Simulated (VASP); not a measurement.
# WSe2 in VASP: a series of runs, part 2 of 2

VASP 6.6.1. The steps go on from the part before.

**4. Single point, LDA**

This run uses another cell than the first one, of 53.46 Å³/atom, 1.027 times its volume.

The input, INCAR:

```
SYSTEM = WSe2
PREC = Accurate
ENCUT = 500
EDIFF = 1E-6
ISMEAR = 0
SIGMA = 0.05
LREAL = .FALSE.
LASPH = .TRUE.
NELM = 120
ALGO = Normal
ISIF = 2
LWAVE = .FALSE.
LCHARG = .FALSE.
GGA = CA
NBANDS = 20
GGA_COMPAT = .FALSE.
```

The input, KPOINTS:

```
Automatic mesh
0
G
  9 9 2
  0 0 0
```

The input, POSCAR:

```
WSe2
1.0
    3.3340930645      0.0000000000      0.0000000000
   -1.6670465323      2.8874092925      0.0000000000
    0.0000000000      0.0000000000     16.6603124568
W Se
1 2
Direct
    0.0000000000      0.0000000000     -0.0010313462
    0.3333333333      0.6666666667      0.1011284861
    0.3333333333      0.6666666667      0.9012724293
```

Potentials or basis: VASP PAW LDA potentials, release 64 (W_sv, Se).

On the command line:

```
cat potpaw_LDA.64/W_sv/POTCAR potpaw_LDA.64/Se/POTCAR > POTCAR
mpirun -np 1 vasp_std > vasp.out
```

OUTCAR:

```text
SYSTEM = WSe2
   PREC = Accurate
   ENCUT = 500
   EDIFF = 1E-6
   ISMEAR = 0
   LREAL = .FALSE.
   LASPH = .TRUE.
   NELM = 120
   ISIF = 2
   GGA = CA

 ion  position               nearest neighbor table
   1  0.000  0.000  0.999-   3 2.52   3 2.52   3 2.52   2 2.57   2 2.57   2 2.57
   2  0.333  0.667  0.101-   1 2.57   1 2.57   1 2.57
   3  0.333  0.667  0.901-   1 2.52   1 2.52   1 2.52

  LATTYP: Found a hexagonal cell.
 ALAT       =     3.3340930645
 C/A-ratio  =     4.9969548343

  Lattice vectors:

 A1 = (   3.3340930645,   0.0000000000,   0.0000000000)
 A2 = (  -1.6670465323,   2.8874092925,   0.0000000000)
 A3 = (   0.0000000000,   0.0000000000,  16.6603124568)

Analysis of symmetry for initial positions (statically):
=====================================================================
 Subroutine PRICEL returns:
 Original cell was already a primitive cell.

 Routine SETGRP: Setting up the symmetry group for a
 hexagonal supercell.

 Subroutine GETGRP returns: Found  6 space group operations
 (whereof  6 operations were pure point group operations)
 out of a pool of 24 trial point group operations.

The static configuration has the point symmetry C_3v.

Analysis of symmetry for dynamics (positions and initial velocities):
=====================================================================
 Subroutine PRICEL returns:
 Original cell was already a primitive cell.

 Routine SETGRP: Setting up the symmetry group for a
 hexagonal supercell.

 Subroutine GETGRP returns: Found  6 space group operations
 (whereof  6 operations were pure point group operations)
 out of a pool of 24 trial point group operations.

The dynamic configuration has the point symmetry C_3v.

 Subroutine INISYM returns: Found  6 space group operations
 (whereof  6 operations are pure point group operations),
 and found     1 'primitive' translations

[... 110 lines left out ...]
   ISMEAR =     0;   SIGMA  =   0.05  broadening in eV -4-tet -1-fermi 0-gaus
   EFERMI_NEDOS =   21; number of points for ismear=-14 and -15
   IALGO  =     38    algorithm
   IMIX   =      4    mixing-type and parameters
     AMIX     =   0.40;   BMIX     =  1.00
     AMIX_MAG =   1.60;   BMIX_MAG =  1.00
  volume/ion in A,a.u.               =      53.46       360.78
  Fermi-wavevector in a.u.,A,eV,Ry     =   0.892640  1.686844 10.841199  0.796806
  Thomas-Fermi vector in A             =   2.014615
   LORBIT       =      0    0 simple, 1 ext, 2 COOP (PROOUT), +10 PAW based schemes
   GGA     = CA    functional components
   LHFCALC =     F    Hartree Fock is set to
   AEXX    =    0.0000 exact exchange contribution
   IVDW    =     0    specifies the selected vdW correction
   LEPSILON=     F    determine dielectric tensor
   LRPA    =     F    only Hartree local field effects (RPA)
 non-spin polarized calculation
 Gauss-broadening in eV      SIGMA  =   0.05
  energy-cutoff  :      500.00
  volume of cell :      160.39
 maximum number of plane-waves:      4128
   NGX = 13   NGY = 13   NGZ = 61

 number of electron      26.0000001 magnetization

 Free energy of the ion-electron system (eV)
  ---------------------------------------------------
  ext. energy  EPLUGINS =         0.00000000
  ---------------------------------------------------
  free energy    TOTEN  =       -24.03877051 eV

  energy without entropy =      -24.03877051  energy(sigma->0) =      -24.03877051

 E-fermi :  -0.7230     XC(G=0):  -4.8483

 val. band max:       -1.1333873211   @ k =   0.3333   0.3333   0.0000
 cond. band min:       0.3414332292   @ k =   0.3333   0.3333   0.0000
 fundamental gap:      1.4748205503
 Fermi energy:        -0.7230049773

 k-point     1 :       0.0000    0.0000    0.0000
  band No.  band energies     occupation
      1     -74.7320      2.00000
      2     -39.2093      2.00000
      3     -39.1082      2.00000
      4     -39.1082      2.00000
      5     -15.7579      2.00000
      6     -14.4919      2.00000
[... 541 lines left out ...]
     19       5.2464      0.00000
     20       7.4863      0.00000

------------------------ aborting loop because EDIFF is reached ----------------------------------------

  FORCE on cell =-STRESS in cart. coord.  units (eV):
  Direction    XX          YY          ZZ          XY          YZ          ZX
  --------------------------------------------------------------------------------------
  -------------------------------------------------------------------------------------
  Total       -2.6815301     -2.6815301     -1.5514308      0.0000000      0.0000000     -0.0000000
  in kB      -26.7869984    -26.7869984    -15.4979327      0.0000000      0.0000000     -0.0000000
  external PRESSURE =     -23.0239765 kB  Pullay stress =       0.0000000 kB

 VOLUME and BASIS-vectors are now :
 -----------------------------------------------------------------------------
  energy-cutoff  :      500.00
  volume of cell :      160.39
      direct lattice vectors                 reciprocal lattice vectors
     3.334093065  0.000000000  0.000000000     0.299931640  0.173165613  0.000000000
    -1.667046532  2.887409293  0.000000000     0.000000000  0.346331226  0.000000000
     0.000000000  0.000000000 16.660312457     0.000000000  0.000000000  0.060022884

 POSITION                                       TOTAL-FORCE (eV/Angst)
 -----------------------------------------------------------------------------------
      0.00000      0.00000     16.64313        -0.000000     -0.000000      1.010152
     -0.00000      1.92494      1.68483         0.000000     -0.000000     -0.955823
     -0.00000      1.92494     15.01548         0.000000      0.000000     -0.054329
 -----------------------------------------------------------------------------------
    total drift:                               -0.000000      0.000000     -0.000272

  FREE ENERGIE OF THE ION-ELECTRON SYSTEM (eV)
  ---------------------------------------------------
  free  energy   TOTEN  =       -24.0387705054 eV

  energy  without entropy=      -24.0387705054  energy(sigma->0) =      -24.03877051
```

It took 62 s on 1 thread of Intel Xeon Platinum 8488C (Sapphire Rapids), shared host; peak memory 0.25 GiB.

Results:

```yaml
Free_energy: -24.0388 eV
Largest_force: 1.010 eV/Å
Band_gap_on_the_k_mesh: 1.47 eV, direct
```

Forces on the atoms (eV/Å):
```
W    0.000  0.000  1.010
Se   0.000  0.000 -0.956
Se   0.000  0.000 -0.054
```

Caveat: spin-orbit coupling is left out, which moves the levels of the heavy elements.

**5. Single point, LDA**

This run uses another cell than the first one, of 53.46 Å³/atom, 1.027 times its volume.

The input, INCAR:

```
SYSTEM = WSe2
ALGO     = Normal         ! electronic algorithm
EDIFF    = 1E-6           ! SCF threshold, eV
ENCUT    = 500            ! plane-wave cutoff, eV
GGA_COMPAT= .False.      
ISIF     = 2              ! what is computed and relaxed
ISMEAR   = 0              ! smearing method
LASPH    = .True.         ! aspherical terms in the spheres
LCHARG   = .True.         ! write CHGCAR
LELF     = .True.         ! ELF
LREAL    = .False.        ! projectors in reciprocal space
LVHAR    = .True.       
LWAVE    = .False.        ! write WAVECAR
NBANDS   = 20             ! bands
NELM     = 120            ! most SCF steps
PREC     = Accurate       ! precision mode
SIGMA    = 0.05           ! smearing width, eV
```

The input, KPOINTS:

```
k-points
0
Gamma
  9 9 2
  0 0 0
```

The input, POSCAR:

```
WSe2
1.0
    3.3340930645      0.0000000000      0.0000000000
   -1.6670465323      2.8874092925      0.0000000000
    0.0000000000      0.0000000000     16.6603124568
W Se
1 2
Direct
    0.0000000000      0.0000000000     -0.0030940386
    0.3333333333      0.6666666667      0.1035294014
    0.3333333333      0.6666666667      0.9036733446
```

On the command line:

```
cat potpaw_LDA.64/W_sv/POTCAR potpaw_LDA.64/Se/POTCAR > POTCAR
mpirun -np 1 vasp_std > vasp.out
```

It took 63 s on 1 thread of Intel Xeon Platinum 8488C (Sapphire Rapids), shared host; peak memory 0.25 GiB.

Results (log left out):

| Item | Value |
| --- | --- |
| Free energy | -23.8889 eV |
| Largest force | 3.015 eV/Å |
| Band gap on the k mesh | 1.48 eV, direct |

Forces on the atoms (eV/Å):
```
W    0.000  0.000  3.015
Se   0.000  0.000 -1.786
Se   0.000  0.000 -1.229
```

Levels at points of the mesh, in eV from the valence-band top:
```
           k point  band 9  band 10  band 11  band 12  band 13  band 14  band 15  band 16  band 17  band 18
(0.00, 0.00, 0.00)   -2.49    -2.07    -1.11    -1.11    -0.01     2.71     2.71     3.43     3.43     4.29
(0.00, 0.00, 0.50)   -2.49    -2.07    -1.11    -1.11    -0.01     2.71     2.71     3.43     3.43     4.32
```

Caveat: spin-orbit coupling is left out, which moves the levels of the heavy elements.

**6. Single point, LDA**

This run uses another cell than the first one, of 53.46 Å³/atom, 1.027 times its volume.

The input, INCAR:

```
SYSTEM = WSe2
  PREC = Accurate
  ENCUT = 500
  EDIFF = 1E-6
  ISMEAR = 0
  SIGMA = 0.05
  LREAL = .FALSE.
  LASPH = .TRUE.
  NELM = 120
  ALGO = Normal
  ISIF = 2
  LWAVE = .FALSE.
  LCHARG = .FALSE.
  GGA = CA
  NBANDS = 20
  GGA_COMPAT = .FALSE.
```

The input, KPOINTS:

```
Automatic mesh
0
G
  9 9 2
  0 0 0
```

The input, POSCAR:

```
WSe2
1.0
    3.3340930645      0.0000000000      0.0000000000
   -1.6670465323      2.8874092925      0.0000000000
    0.0000000000      0.0000000000     16.6603124568
W Se
1 2
Direct
    0.0000000000      0.0000000000      0.0000000000
    0.3333333333      0.6666666667      0.0999280284
    0.3333333333      0.6666666667      0.9000719716
```

Potentials or basis: VASP PAW LDA potentials, release 64 (W_sv, Se).

On the command line:

```
cat potpaw_LDA.64/W_sv/POTCAR potpaw_LDA.64/Se/POTCAR > POTCAR
mpirun -np 1 vasp_std > vasp.out
```

Wall time 60 s (1 thread of Intel Xeon Platinum 8488C (Sapphire Rapids), shared host); peak memory 0.25 GiB.

The run converged. Its results:

```yaml
Free_energy: -24.0576 eV
Largest_force: 0.473 eV/Å
Band_gap_on_the_k_mesh: 1.47 eV, direct
```

Forces in eV/Å, atoms in the order of the input:
```
W    0.000  0.000  0.000
Se   0.000  0.000 -0.473
Se   0.000  0.000  0.473
```

Levels at points of the mesh, in eV from the valence-band top:
| k point | band 11 | band 12 | band 13 | band 14 | band 15 | band 16 |
| --- | --- | --- | --- | --- | --- | --- |
| (0.00, 0.00, 0.00) | -1.27 | -1.27 | -0.23 | 2.89 | 2.89 | 3.09 |
| (0.00, 0.00, 0.50) | -1.27 | -1.27 | -0.23 | 2.89 | 2.89 | 3.09 |

Caveat: spin-orbit coupling is left out, which moves the levels of the heavy elements.
